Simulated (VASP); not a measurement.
# PtSe2 in VASP: a series of runs

PtSe2 is run at these levels: PBE; tasks: single point.

Everything below comes from runs of VASP 6.6.1. Logs are shortened: lines on timing, memory, paths and dates and some standing lists are left out, and cuts for length are marked.

### 1 The cell of the first run

The typed cell holds 3 atoms: a = 3.786 Å, b = 3.786 Å, c = 5.109 Å, α = 90.00°, β = 90.00°, γ = 120.00°.

### 2 Single point, PBE

INCAR reads:

```
ALGO = Normal ; EDIFF = 1E-7
ENCUT = 520 ; GGA = PE
ISIF = 2 ; ISMEAR = -1
LASPH = True ; LCHARG = False
LREAL = False ; LWAVE = False
NBANDS = 18 ; NELM = 80
PREC = Accurate ; SIGMA = 0.1
```

KPOINTS reads:

```
k-points
0
Gamma
  6 6 4
```

POSCAR reads:

```
PtSe2
1.0
    3.7857180000      0.0000000000      0.0000000000
   -1.8928590000      3.2785290000      0.0000000000
    0.0000000000      0.0000000000      5.1094700000
Se Pt
2 1
Direct
    0.3333000000      0.6667000000      0.2550000000
    0.6667000000      0.3333000000      0.7450000000
    0.0000000000      0.0000000000      0.0000000000
```

Potentials or basis: VASP PAW PBE potentials, release 64 (Se, Pt).

Command:

```console
$ cat potpaw_PBE.64/Se/POTCAR potpaw_PBE.64/Pt/POTCAR > POTCAR
$ mpirun -np 1 vasp_std > vasp.out
```

OUTCAR:

```text
EDIFF = 1E-7
   ENCUT = 520
   GGA = PE
   ISIF = 2
   ISMEAR = -1
   LASPH = True
   LREAL = False
   NELM = 80
   PREC = Accurate

 ion  position               nearest neighbor table
   1  0.333  0.667  0.255-   3 2.54   3 2.54   3 2.54
   2  0.667  0.333  0.745-   3 2.54   3 2.54   3 2.54
   3  0.000  0.000  0.000-   1 2.54   2 2.54   2 2.54   1 2.54   2 2.54   1 2.54

  LATTYP: Found a hexagonal cell.
 ALAT       =     3.7857180000
 C/A-ratio  =     1.3496699966

  Lattice vectors:

 A1 = (   3.7857180000,   0.0000000000,   0.0000000000)
 A2 = (  -1.8928590000,   3.2785290000,   0.0000000000)
 A3 = (   0.0000000000,   0.0000000000,   5.1094700000)

Analysis of symmetry for initial positions (statically):
=====================================================================
 Subroutine PRICEL returns:
 Original cell was already a primitive cell.

 Routine SETGRP: Setting up the symmetry group for a
 hexagonal supercell.

 Subroutine GETGRP returns: Found  4 space group operations
 (whereof  4 operations were pure point group operations)
 out of a pool of 24 trial point group operations.

The static configuration has the point symmetry C_2h.

Analysis of symmetry for dynamics (positions and initial velocities):
=====================================================================
 Subroutine PRICEL returns:
 Original cell was already a primitive cell.

 Routine SETGRP: Setting up the symmetry group for a
 hexagonal supercell.

 Subroutine GETGRP returns: Found  4 space group operations
 (whereof  4 operations were pure point group operations)
 out of a pool of 24 trial point group operations.

The dynamic configuration has the point symmetry C_2h.

 Subroutine INISYM returns: Found  4 space group operations
 (whereof  4 operations are pure point group operations),
 and found     1 'primitive' translations

----------------------------------------------------------------------------------------

                                     Primitive cell

  volume of cell :      63.4166

  direct lattice vectors                    reciprocal lattice vectors
     3.785718000  0.000000000  0.000000000     0.264150684  0.152507420  0.000000000
    -1.892859000  3.278529000  0.000000000     0.000000000  0.305014840  0.000000000
     0.000000000  0.000000000  5.109470000     0.000000000  0.000000000  0.195715015

  length of vectors
     3.785718000  3.785718901  5.109470000     0.305014913  0.305014840  0.195715015

  position of ions in fractional coordinates (direct lattice)
     0.333300000  0.666700000  0.255000000
     0.666700000  0.333300000  0.745000000
     0.000000000  0.000000000  0.000000000

  ion indices of the primitive-cell ions
   primitive index   ion index
                 1           1
                 2           2
                 3           3

----------------------------------------------------------------------------------------

 KPOINTS: k-points

Automatic generation of k-mesh.
 Grid dimensions read from file:
 generate k-points for:    6    6    4

 Generating k-lattice:

  Cartesian coordinates                     Fractional coordinates (reciprocal lattice)
     0.044025114  0.025417903  0.000000000     0.166666667  0.000000000  0.000000000
     0.000000000  0.050835807  0.000000000     0.000000000  0.166666667  0.000000000
     0.000000000  0.000000000  0.048928754     0.000000000  0.000000000  0.250000000

  Length of vectors
     0.050835819  0.050835807  0.048928754

  Shift w.r.t. Gamma in fractional coordinates (k-lattice)
     0.000000000  0.000000000  0.000000000

 Subroutine IBZKPT returns following result:
 ===========================================

 Found     47 irreducible k-points:

 Following reciprocal coordinates:
            Coordinates               Weight
  0.000000  0.000000  0.000000      1.000000
  0.166667 -0.000000  0.000000      4.000000
 -0.166667  0.166667  0.000000      2.000000
  0.333333 -0.000000  0.000000      4.000000
 -0.333333  0.333333  0.000000      2.000000
  0.500000  0.000000  0.000000      2.000000
[... 16 lines left out ...]
  0.500000  0.000000  0.250000      4.000000
  0.500000  0.500000  0.250000      2.000000
 [... further k-points ...]
   k-points           NKPTS =     47   k-points in BZ     NKDIM =     47   number of bands    NBANDS=     18
   number of dos      NEDOS =    301   number of ions     NIONS =      3
   total plane-waves  NPLWV =  31360
   dimension x,y,z NGX =    28 NGY =   28 NGZ =   40
   dimension x,y,z NGXF=    56 NGYF=   56 NGZF=   80
   ions per type =               2   1
   NGX,Y,Z   is equivalent  to a cutoff of  12.30, 12.30, 13.01 a.u.
   NGXF,Y,Z  is equivalent  to a cutoff of  24.59, 24.59, 26.03 a.u.
 SYSTEM =  unknown system
   PREC   = accura    normal or accurate (medium, high low for compatibility)
   ISTART =      0    job   : 0-new  1-cont  2-samecut
   ICHARG =      2    charge: 1-file 2-atom 10-const
   ISPIN  =      1    spin polarized calculation?
   LNONCOLLINEAR =      F non collinear calculations
   LSORBIT =      F    spin-orbit coupling
   LASPH  =      T    aspherical Exc in radial PAW
   ENCUT  =  520.0 eV  38.22 Ry    6.18 a.u.   7.04  7.04  9.50*2*pi/ulx,y,z
   NELM   =     80;   NELMIN=  2; NELMDL= -5     # of ELM steps
   EDIFF  = 0.1E-06   stopping-criterion for ELM
   LREAL  =      F    real-space projection
   EDIFFG = 0.1E-05   stopping-criterion for IOM
   NSW    =      0    number of steps for IOM
   IBRION =     -1    ionic relax: 0-MD 1-quasi-New 2-CG
   NFREE  =      0    steps in history (QN), initial steepest desc. (CG)
   ISIF   =      2    stress and relaxation
   ISYM   =      2    0-nonsym 1-usesym 2-fastsym
   POTIM  = 0.5000    time-step for ionic-motion
   TEBEG  =    0.0;   TEEND  =   0.0 temperature during run
   PSTRESS=    0.0 pullay stress
   NELECT =      22.0000    total number of electrons
   NUPDOWN=      -1.0000    fix difference up-down
   EMIN   =  10.00;   EMAX   =-10.00  energy-range for DOS
   EFERMI =   0.00;   METHOD = LEGACY
   ISMEAR =    -1;   SIGMA  =   0.10  broadening in eV -4-tet -1-fermi 0-gaus
   EFERMI_NEDOS =   21; number of points for ismear=-14 and -15
   IALGO  =     38    algorithm
   IMIX   =      4    mixing-type and parameters
     AMIX     =   0.40;   BMIX     =  1.00
     AMIX_MAG =   1.60;   BMIX_MAG =  1.00
  volume/ion in A,a.u.               =      21.14       142.65
  Fermi-wavevector in a.u.,A,eV,Ry     =   1.150309  2.173770 18.003389  1.323212
  Thomas-Fermi vector in A             =   2.286974
   LORBIT       =      0    0 simple, 1 ext, 2 COOP (PROOUT), +10 PAW based schemes
   GGA     = PE    functional components
   LHFCALC =     F    Hartree Fock is set to
   AEXX    =    0.0000 exact exchange contribution
   IVDW    =     0    specifies the selected vdW correction
   LEPSILON=     F    determine dielectric tensor
   LRPA    =     F    only Hartree local field effects (RPA)
 non-spin polarized calculation
  energy-cutoff  :      520.00
  volume of cell :       63.42
 maximum number of plane-waves:      1743
   NGX = 15   NGY = 15   NGZ = 19

 number of electron      21.9999997 magnetization

 Free energy of the ion-electron system (eV)
  ---------------------------------------------------
  ext. energy  EPLUGINS =         0.00000000
  ---------------------------------------------------
  free energy    TOTEN  =       -14.26855453 eV

  energy without entropy =      -14.24538277  energy(sigma->0) =      -14.25696865

 E-fermi :   5.8850     XC(G=0): -10.4503

 val. band max:        5.4923377874   @ k =  -0.1667   0.3333   0.0000
 cond. band min:       5.9103320577   @ k =   0.3333   0.3333   0.0000
 fundamental gap:      0.4179942703
 Fermi energy:         5.8849956959

 k-point     1 :       0.0000    0.0000    0.0000
  band No.  band energies     occupation
      1      -9.3298      2.00000
      2      -6.7726      2.00000
      3      -0.8607      2.00000
      4      -0.0579      2.00000
      5      -0.0574      2.00000
      6       2.2467      2.00000
[... 10 lines left out ...]
     17      13.2592      0.00000
     18      17.6419      0.00000

 k-point     2 :       0.1667   -0.0000    0.0000
  band No.  band energies     occupation
      1      -9.0521      2.00000
      2      -6.8821      2.00000
      3      -0.5153      2.00000
      4       0.1156      2.00000
      5       0.1467      2.00000
      6       1.7563      2.00000
[... 10 lines left out ...]
     17      14.0401      0.00000
     18      15.0041      0.00000

 k-point     3 :      -0.1667    0.1667    0.0000
  band No.  band energies     occupation
      1      -9.0520      2.00000
      2      -6.8821      2.00000
      3      -0.5152      2.00000
      4       0.1160      2.00000
      5       0.1465      2.00000
      6       1.7558      2.00000
[... 10 lines left out ...]
     17      14.0390      0.00000
     18      15.0031      0.00000

 k-point     4 :       0.3333   -0.0000    0.0000
  band No.  band energies     occupation
      1      -8.3484      2.00000
      2      -7.1555      2.00000
      3      -0.2002      2.00000
      4       0.4417      2.00000
      5       0.5351      2.00000
      6       0.9724      2.00000
[... 375 lines left out ...]
      4       0.1101      2.00000
      5       0.3189      2.00000
      6       1.5401      2.00000
[... 10 lines left out ...]
     17      14.8518      0.00000
     18      16.1515      0.00000

 k-point    23 :       0.5000    0.0000    0.2500
  band No.  band energies     occupation
      1      -7.7334      2.00000
      2      -7.4352      2.00000
      3      -1.0941      2.00000
      4       0.4272      2.00000
      5       0.5751      2.00000
      6       1.6326      2.00000
[... 10 lines left out ...]
     17      14.8608      0.00000
     18      15.1995      0.00000

 k-point    24 :       0.5000    0.5000    0.2500
  band No.  band energies     occupation
      1      -7.7335      2.00000
      2      -7.4351      2.00000
      3      -1.0944      2.00000
      4       0.4281      2.00000
      5       0.5758      2.00000
      6       1.6322      2.00000
[... 10 lines left out ...]
     17      14.8605      0.00000
     18      15.1994      0.00000

 [... further k-points ...]

------------------------ aborting loop because EDIFF is reached ----------------------------------------

  FORCE on cell =-STRESS in cart. coord.  units (eV):
  Direction    XX          YY          ZZ          XY          YZ          ZX
  --------------------------------------------------------------------------------------
  -------------------------------------------------------------------------------------
  Total        0.0640142      0.0623803      0.0257960     -0.0014150     -0.0018164      0.0031461
  in kB        1.6172746      1.5759960      0.6517184     -0.0357492     -0.0458895      0.0794830
  external PRESSURE =       1.2816630 kB  Pullay stress =       0.0000000 kB

 VOLUME and BASIS-vectors are now :
 -----------------------------------------------------------------------------
  energy-cutoff  :      520.00
  volume of cell :       63.42
      direct lattice vectors                 reciprocal lattice vectors
     3.785718000  0.000000000  0.000000000     0.264150684  0.152507420  0.000000000
    -1.892859000  3.278529000  0.000000000     0.000000000  0.305014840  0.000000000
     0.000000000  0.000000000  5.109470000     0.000000000  0.000000000  0.195715015

 POSITION                                       TOTAL-FORCE (eV/Angst)
 -----------------------------------------------------------------------------------
     -0.00019      2.18580      1.30291         0.001291     -0.000746     -0.167504
      1.89305      1.09273      3.80656        -0.001291      0.000746      0.167504
      0.00000      0.00000      0.00000         0.000000     -0.000000      0.000000
 -----------------------------------------------------------------------------------
    total drift:                                0.000000     -0.000000     -0.000000

  FREE ENERGIE OF THE ION-ELECTRON SYSTEM (eV)
  ---------------------------------------------------
  free  energy   TOTEN  =       -14.2685545315 eV

  energy  without entropy=      -14.2453827735  energy(sigma->0) =      -14.25696865
```

It took 46 s on 1 thread of Intel Xeon Platinum 8259CL at 2.50GHz (Skylake/Cascade Lake), shared host; peak memory 0.21 GiB.

What came out:

| Property | Result |
| --- | --- |
| Free energy | -14.2686 eV |
| Pressure | 0.1 GPa |
| Largest force | 0.168 eV/Å |
| Band gap on the k mesh | zero (band 11 reaches 6.39 eV, above the bottom of band 12 at 5.91 eV) |

Forces in eV/Å, atoms in the order of the input:
```
Se   0.001 -0.001 -0.168
Se  -0.001  0.001  0.168
Pt   0.000  0.000  0.000
```

Levels at points of the mesh, in eV from the Fermi level:
```tsv
k point	band 8	band 9	band 10	band 11	band 12	band 13	band 14	band 15
(0.00, 0.00, 0.00)	-2.40	-0.94	-0.93	0.51	1.34	1.34	3.74	3.91
(0.50, 0.00, 0.00)	-3.28	-3.16	-3.11	-2.78	0.63	2.24	4.76	5.91
(0.50, 0.50, 0.00)	-3.28	-3.17	-3.11	-2.78	0.63	2.24	4.76	5.91
(0.00, 0.00, 0.50)	-2.76	-1.69	-1.40	-1.40	2.18	2.18	4.91	6.11
(0.50, 0.00, 0.50)	-3.18	-2.93	-2.53	-1.23	0.90	1.42	4.47	4.93
(0.50, 0.50, 0.50)	-3.18	-2.93	-2.53	-1.23	0.90	1.42	4.47	4.93
```

Caveat: spin-orbit coupling is left out, which moves the levels of the heavy elements.

### 3 Single point, PBE

INCAR reads:

```
SYSTEM = PtSe2
PREC = Accurate ; ENCUT = 520
EDIFF = 1E-6 ; ISMEAR = -1
SIGMA = 0.1 ; LREAL = .FALSE.
LASPH = .TRUE. ; NELM = 60
ALGO = Normal ; ISIF = 2
LWAVE = .FALSE. ; LCHARG = .FALSE.
GGA = PE ; NBANDS = 18
ISYM = 0
```

KPOINTS reads:

```
Automatic mesh
0
Gamma
  6 6 4
  0.5 0.5 0.5
```

POSCAR is that of step 2.

Potentials or basis: VASP PAW PBE potentials, release 64 (Se, Pt).

Command:

```console
$ cat potpaw_PBE.64/Se/POTCAR potpaw_PBE.64/Pt/POTCAR > POTCAR
$ mpirun -np 1 vasp_std > vasp.out
```

It took 3.1 min on 1 thread of Intel Xeon Platinum 8259CL at 2.50GHz (Skylake/Cascade Lake), shared host; peak memory 0.37 GiB.

Results (log left out):

```yaml
Free_energy: -14.2667 eV
Pressure: 0.1 GPa
Largest_force: 0.179 eV/Å
Band_gap_on_the_k_mesh: zero (band 11 reaches 6.10 eV, above the bottom of band 12 at 6.00 eV)
```

Forces on the atoms (eV/Å):
```
Se   0.001 -0.001 -0.179
Se  -0.001  0.001  0.179
Pt   0.000  0.000  0.000
```

Stress tensor (GPa, compression positive):
```
0.17 0.00 0.01
0.00 0.16 0.00
0.01 0.00 0.07
```

Levels at points of the mesh, in eV from the Fermi level:
```csv
k point,band 7,band 8,band 9,band 10,band 11,band 12,band 13,band 14,band 15,band 16
"(0.08, 0.08, 0.12)",-3.86,-2.82,-1.65,-1.17,-0.23,1.28,1.42,5.03,5.09,6.83
```

Caveat: spin-orbit coupling is left out, which moves the levels of the heavy elements.
